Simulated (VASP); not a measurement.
# SnSe (F-43m) in VASP: further runs, part 2 of 2

VASP 6.6.1. Earlier steps stand in the parts before.

**5. Single point, PBE**

This run uses another cell than the first one, of 38.92 Å³/atom, 1.229 times its volume.

INCAR reads:

```
SYSTEM = SnSe
  PREC = Accurate
  ENCUT = 520
  EDIFF = 1E-7
  ISMEAR = 0
  SIGMA = 0.01
  LREAL = .FALSE.
  LASPH = .TRUE.
  NELM = 100
  ALGO = Normal
  ISIF = 2
  LWAVE = .FALSE.
  LCHARG = .FALSE.
  GGA = PE
  NBANDS = 17
```

KPOINTS reads:

```
Automatic mesh
0
G
  10 10 10
  0 0 0
```

POSCAR reads:

```
SnSe
1.0
    0.0000000000      3.3888077880      3.3888077880
    3.3888077880      0.0000000000      3.3888077880
    3.3888077880      3.3888077880      0.0000000000
Sn Se
1 1
Direct
    0.0000000000      0.0000000000      0.0000000000
    0.2500000000      0.2500000000      0.2500000000
```

Launch:

```console
$ cat potpaw_PBE.64/Sn_d/POTCAR potpaw_PBE.64/Se/POTCAR > POTCAR
$ mpirun -np 1 vasp_std > vasp.out
```

Wall time 47 s (1 thread of AMD EPYC 7R13 (Zen 3), shared host); peak memory 0.2 GiB.

It converged, with:

```
Free energy            : -7.7550 eV
Pressure               : 0.0 GPa
Band gap on the k mesh : 0.11 eV, indirect (least direct gap 0.68 eV)
```

Levels at points of the mesh, in eV from the valence-band top:
| k point | band 7 | band 8 | band 9 | band 10 | band 11 | band 12 | band 13 | band 14 |
| --- | --- | --- | --- | --- | --- | --- | --- | --- |
| (0.00, 0.00, 0.00) | -5.32 | -2.18 | -2.18 | -2.18 | 1.53 | 1.53 | 1.53 | 4.85 |
| (0.50, 0.00, 0.00) | -7.07 | -2.68 | -2.68 | -2.10 | 2.28 | 2.28 | 3.33 | 6.40 |
| (0.50, 0.50, 0.00) | -7.33 | -3.35 | -3.35 | -0.57 | 0.11 | 4.31 | 4.31 | 5.61 |

Caveat: spin-orbit coupling is left out, which moves the levels of the heavy elements.

**6. Relaxation of cell and atoms, PBE**

This run uses another cell than the first one, of 38.92 Å³/atom, 1.229 times its volume.

INCAR reads:

```
ALGO = Normal
EDIFF = 1E-6
EDIFFG = -0.01
ENCUT = 600
GGA = PE
IBRION = 2
ISIF = 3
ISMEAR = 0
LASPH = T
LCHARG = F
LREAL = F
LWAVE = F
NELM = 100
NSW = 100
PREC = Accurate
SIGMA = 0.01
```

KPOINTS reads:

```
k-points
0
Gamma
  10 10 10
```

POSCAR is that of step 5.

Potentials or basis: VASP PAW PBE potentials, release 64 (Sn_d, Se).

Launch:

```console
$ cat potpaw_PBE.64/Sn_d/POTCAR potpaw_PBE.64/Se/POTCAR > POTCAR
$ mpirun -np 1 vasp_std > vasp.out
```

OUTCAR:

```text
EDIFF = 1E-6
   EDIFFG = -0.01
   ENCUT = 600
   GGA = PE
   IBRION = 2
   ISIF = 3
   ISMEAR = 0
   LASPH = T
   LREAL = F
   NELM = 100
   NSW = 100
   PREC = Accurate

 ion  position               nearest neighbor table
   1  0.000  0.000  0.000-   2 2.93   2 2.93   2 2.93   2 2.93
   2  0.250  0.250  0.250-   1 2.93   1 2.93   1 2.93   1 2.93

  LATTYP: Found a face centered cubic cell.
 ALAT       =     6.7776155760

  Lattice vectors:

 A1 = (   0.0000000000,   3.3888077880,   3.3888077880)
 A2 = (   3.3888077880,   0.0000000000,   3.3888077880)
 A3 = (   3.3888077880,   3.3888077880,   0.0000000000)

Analysis of symmetry for initial positions (statically):
=====================================================================
 Subroutine PRICEL returns:
 Original cell was already a primitive cell.

 Routine SETGRP: Setting up the symmetry group for a
 face centered cubic supercell.

 Subroutine GETGRP returns: Found 24 space group operations
 (whereof 24 operations were pure point group operations)
 out of a pool of 48 trial point group operations.

The static configuration has the point symmetry T_d .

Analysis of symmetry for dynamics (positions and initial velocities):
=====================================================================
 Subroutine PRICEL returns:
 Original cell was already a primitive cell.

 Routine SETGRP: Setting up the symmetry group for a
 face centered cubic supercell.

 Subroutine GETGRP returns: Found 24 space group operations
 (whereof 24 operations were pure point group operations)
 out of a pool of 48 trial point group operations.

The dynamic configuration has the point symmetry T_d .

 Subroutine INISYM returns: Found 24 space group operations
 (whereof 24 operations are pure point group operations),
 and found     1 'primitive' translations

----------------------------------------------------------------------------------------

                                     Primitive cell

  volume of cell :      77.8343

  direct lattice vectors                    reciprocal lattice vectors
     0.000000000  3.388807788  3.388807788    -0.147544515  0.147544515  0.147544515
     3.388807788  0.000000000  3.388807788     0.147544515 -0.147544515  0.147544515
     3.388807788  3.388807788  0.000000000     0.147544515  0.147544515 -0.147544515

  length of vectors
     4.792497934  4.792497934  4.792497934     0.255554596  0.255554596  0.255554596

  position of ions in fractional coordinates (direct lattice)
     0.000000000  0.000000000  0.000000000
     0.250000000  0.250000000  0.250000000

  ion indices of the primitive-cell ions
   primitive index   ion index
                 1           1
                 2           2

----------------------------------------------------------------------------------------

 KPOINTS: k-points

Automatic generation of k-mesh.
[... 104 lines left out ...]
   NGX = 19   NGY = 19   NGZ = 19

--------------------------------------- Ionic step        1  -------------------------------------------

 number of electron      20.0000003 magnetization

 Free energy of the ion-electron system (eV)
  ---------------------------------------------------
  ext. energy  EPLUGINS =         0.00000000
  ---------------------------------------------------
  free energy    TOTEN  =        -7.75509806 eV

  energy without entropy =       -7.75509806  energy(sigma->0) =       -7.75509806

------------------------ aborting loop because EDIFF is reached ----------------------------------------

  FORCE on cell =-STRESS in cart. coord.  units (eV):
  Direction    XX          YY          ZZ          XY          YZ          ZX
  --------------------------------------------------------------------------------------
  -------------------------------------------------------------------------------------
  Total        0.0258548      0.0258548      0.0258548      0.0000000      0.0000000      0.0000000
  in kB        0.5322082      0.5322082      0.5322082      0.0000000      0.0000000      0.0000000
  external PRESSURE =       0.5322082 kB  Pullay stress =       0.0000000 kB

 VOLUME and BASIS-vectors are now :
 -----------------------------------------------------------------------------
  energy-cutoff  :      600.00
  volume of cell :       77.83
      direct lattice vectors                 reciprocal lattice vectors
     0.000000000  3.388807788  3.388807788    -0.147544515  0.147544515  0.147544515
     3.388807788  0.000000000  3.388807788     0.147544515 -0.147544515  0.147544515
     3.388807788  3.388807788  0.000000000     0.147544515  0.147544515 -0.147544515

 POSITION                                       TOTAL-FORCE (eV/Angst)
 -----------------------------------------------------------------------------------
      0.00000      0.00000      0.00000        -0.000000     -0.000000     -0.000000
      1.69440      1.69440      1.69440         0.000000      0.000000      0.000000
 -----------------------------------------------------------------------------------
    total drift:                               -0.000000     -0.000000     -0.000000

  FREE ENERGIE OF THE ION-ELECTRON SYSTEM (eV)
  ---------------------------------------------------
  free  energy   TOTEN  =        -7.7550980584 eV

  energy  without entropy=       -7.7550980584  energy(sigma->0) =       -7.75509806

--------------------------------------- Ionic step        2  -------------------------------------------

 number of electron      20.0000003 magnetization

 Free energy of the ion-electron system (eV)
  ---------------------------------------------------
  ext. energy  EPLUGINS =         0.00000000
  ---------------------------------------------------
  free energy    TOTEN  =        -7.75511802 eV

  energy without entropy =       -7.75511802  energy(sigma->0) =       -7.75511802

 E-fermi :   2.8011     XC(G=0):  -7.7337

 val. band max:        2.7454959179   @ k =  -0.3000   0.5000   0.2000
 cond. band min:       2.8633759920   @ k =   0.5000   0.5000   0.0000
 fundamental gap:      0.1178800741
 Fermi energy:         2.8010666589

 k-point     1 :       0.0000    0.0000    0.0000
  band No.  band energies     occupation
      1     -18.9758      2.00000
      2     -18.9758      2.00000
      3     -18.9758      2.00000
      4     -18.9650      2.00000
      5     -18.9650      2.00000
      6     -10.3403      2.00000
      7      -2.5720      2.00000
      8       0.5772      2.00000
      9       0.5772      2.00000
     10       0.5772      2.00000
     11       4.2781      0.00000
     12       4.2781      0.00000
     13       4.2781      0.00000
     14       7.5977      0.00000
[... 377 lines left out ...]
      1     -18.9814      2.00000
      2     -18.9715      2.00000
      3     -18.9713      2.00000
      4     -18.9661      2.00000
      5     -18.9635      2.00000
      6      -9.8819      2.00000
      7      -4.2580      2.00000
      8      -0.5065      2.00000
      9      -0.3818      2.00000
     10       2.1232      2.00000
     11       3.2001      0.00000
     12       6.1888      0.00000
     13       6.2835      0.00000
     14       8.0182      0.00000

 [... further k-points ...]
[... 5 lines left out ...]
  --------------------------------------------------------------------------------------
  -------------------------------------------------------------------------------------
  Total        0.0025225      0.0025225      0.0025225      0.0000000      0.0000000     -0.0000000
  in kB        0.0518265      0.0518265      0.0518265      0.0000000      0.0000000     -0.0000000
  external PRESSURE =       0.0518265 kB  Pullay stress =       0.0000000 kB

 VOLUME and BASIS-vectors are now :
 -----------------------------------------------------------------------------
  energy-cutoff  :      600.00
  volume of cell :       77.98
      direct lattice vectors                 reciprocal lattice vectors
     0.000000000  3.390921228  3.390921228    -0.147452555  0.147452555  0.147452555
     3.390921228  0.000000000  3.390921228     0.147452555 -0.147452555  0.147452555
     3.390921228  3.390921228  0.000000000     0.147452555  0.147452555 -0.147452555

 POSITION                                       TOTAL-FORCE (eV/Angst)
 -----------------------------------------------------------------------------------
      6.78184      6.78184      6.78184         0.000000      0.000000      0.000000
      1.69546      1.69546      1.69546        -0.000000     -0.000000     -0.000000
 -----------------------------------------------------------------------------------
    total drift:                               -0.000000     -0.000000     -0.000000

  FREE ENERGIE OF THE ION-ELECTRON SYSTEM (eV)
  ---------------------------------------------------
  free  energy   TOTEN  =        -7.7551180212 eV

  energy  without entropy=       -7.7551180212  energy(sigma->0) =       -7.75511802

 reached required accuracy - stopping structural energy minimisation
```

OSZICAR:

```text
N       E                     dE             d eps       ncg     rms          rms(c)
DAV:   1     0.135768701264E+03    0.13577E+03   -0.10509E+04  1322   0.169E+03
DAV:   2     0.624948018650E+01   -0.12952E+03   -0.12698E+03  1394   0.380E+02
DAV:   3    -0.771526893006E+01   -0.13965E+02   -0.13773E+02  1670   0.111E+02
DAV:   4    -0.809493327952E+01   -0.37966E+00   -0.37950E+00  1454   0.207E+01
[... 13 lines left out ...]
DAV:   2    -0.775523809815E+01    0.48927E-03   -0.90332E-04  1616   0.468E-01    0.577E-02
DAV:   3    -0.775512737764E+01    0.11072E-03   -0.34099E-04  1634   0.287E-01    0.104E-02
DAV:   4    -0.775511995143E+01    0.74262E-05   -0.14154E-05  1716   0.341E-02    0.334E-03
DAV:   5    -0.775511837845E+01    0.15730E-05   -0.47558E-07   760   0.617E-03    0.143E-03
DAV:   6    -0.775511802124E+01    0.35720E-06   -0.25996E-07   706   0.810E-03
   2 F= -.77551180E+01 E0= -.77551180E+01  d E =-.199628E-04
```

It took 88 s on 1 thread of AMD EPYC 7R13 (Zen 3), shared host; peak memory 0.25 GiB.

What came out:

```yaml
Free_energy: -7.7551 eV
Relaxed_volume: 38.99 Å³/atom
Relaxed_cell: a = 4.795 Å, b = 4.795 Å, c = 4.795 Å, α = 60.00°, β = 60.00°, γ = 60.00°
Space_group_after_relaxing_to_0.05_Å: F-43m (No. 216)
Energy_gained_by_relaxing: 0.0 meV/atom
Ionic_steps: 2
Pressure_after_relaxing: 0.0 GPa
Band_gap_on_the_k_mesh: 0.12 eV, indirect (least direct gap 0.69 eV)
```

Final structure:
```yaml
crystal:
  lattice:
    - [0.00000, 3.39092, 3.39092]
    - [3.39092, 0.00000, 3.39092]
    - [3.39092, 3.39092, 0.00000]
  atoms:
    - { symbol: Sn, position: [0.00000, 0.00000, 0.00000] }
    - { symbol: Se, position: [0.25000, 0.25000, 0.25000] }
```

Caveat: spin-orbit coupling is left out, which moves the levels of the heavy elements. A k mesh can miss the band edges.

**7. Summary**

```tsv
task	cell	k mesh	cutoff (eV)	smearing	gap on the mesh (eV)	pressure (GPa)	relaxed volume (Å³/atom)
single point	a = 4.474 Å, angles 60.0°, 2 atoms	6 × 6 × 6	520	gaussian 0.1 eV	none	8.9	-
single point	a = 4.792 Å, angles 60.0°, 2 atoms	6 × 6 × 6	520	gaussian 0.1 eV	0.21	0.0	-
relaxation of cell and atoms	relaxed from a = 4.474 Å, angles 60.0°, 2 atoms	6 × 6 × 6	600	gaussian 0.1 eV	0.21	0.1	38.87
single point	a = 4.792 Å, angles 60.0°, 2 atoms	10 × 10 × 10	520	gaussian 0.01 eV	0.11	0.0	-
relaxation of cell and atoms	relaxed from a = 4.792 Å, angles 60.0°, 2 atoms	10 × 10 × 10	600	gaussian 0.01 eV	0.12	0.0	38.99
```

Alike in all rows: level PBE; potentials or basis VASP PAW PBE potentials, release 64 (Sn_d, Se); no spin polarisation.

Caveats: spin-orbit coupling is left out, which moves the levels of the heavy elements; the volume moved by over 15 % at a fixed basis, so the end points are rough (some runs).

Absolute energies hang on the potentials; compare differences alone.
